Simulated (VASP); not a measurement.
**Ni: single point with PBE**

Ni:

```
CELL_PARAMETERS angstrom
0.00000 1.71370 1.71370
1.71370 0.00000 1.71370
1.71370 1.71370 0.00000
ATOMIC_POSITIONS crystal
Ni 0.00000 0.00000 0.00000
```

```
Program                : VASP 6.6.1
Task                   : single point
Functional             : PBE
Potentials or basis    : VASP PAW PBE potentials, release 64 (Ni)
Cutoff                 : 600 eV
k mesh                 : 8 × 8 × 8
Occupations            : fermi-dirac, width 0.1 eV
Spin                   : collinear spin, ferromagnetic start
Starting moments       : [1.0] μB
Dipole correction      : no
Further INCAR settings : ALGO = Normal; EDIFF = 1e-06; NBANDS = 15
```

```yaml
Pressure: 19.3 GPa
Net_moment: 0.69 μB per cell
Site_moments: Ni +0.69 μB
Valence_electrons_inside_the_program's_atomic_spheres: Ni 9.46
```

Levels at points of the mesh, in eV from the Fermi level:
Spin up:
| k point | band 3 | band 4 | band 5 | band 6 | band 7 | band 8 |
| --- | --- | --- | --- | --- | --- | --- |
| (0.00, 0.00, 0.00) | -2.67 | -2.67 | -1.37 | -1.37 | 24.39 | 28.87 |
| (0.50, 0.00, 0.00) | -2.67 | -0.62 | -0.62 | -0.43 | 6.23 | 22.85 |
| (0.50, 0.50, 0.00) | -0.58 | -0.47 | -0.47 | 2.50 | 9.92 | 15.57 |
Spin down:
```tsv
k point	band 1	band 2	band 3	band 4	band 5	band 6	band 7	band 8
(0.00, 0.00, 0.00)	-9.56	-1.87	-1.87	-1.87	-0.71	-0.71	24.26	28.87
(0.50, 0.00, 0.00)	-4.83	-1.99	-1.99	-0.46	0.20	0.20	6.70	22.73
(0.50, 0.50, 0.00)	-4.77	-3.99	0.11	0.45	0.45	2.50	10.22	15.61
```

Run time: 15 s on 1 thread of Intel(R) Xeon(R) Platinum 8488C (Sapphire Rapids), on a shared host, peak memory 0.13 GiB.

Caveat: the k points lie up to 0.40 Å⁻¹ apart.
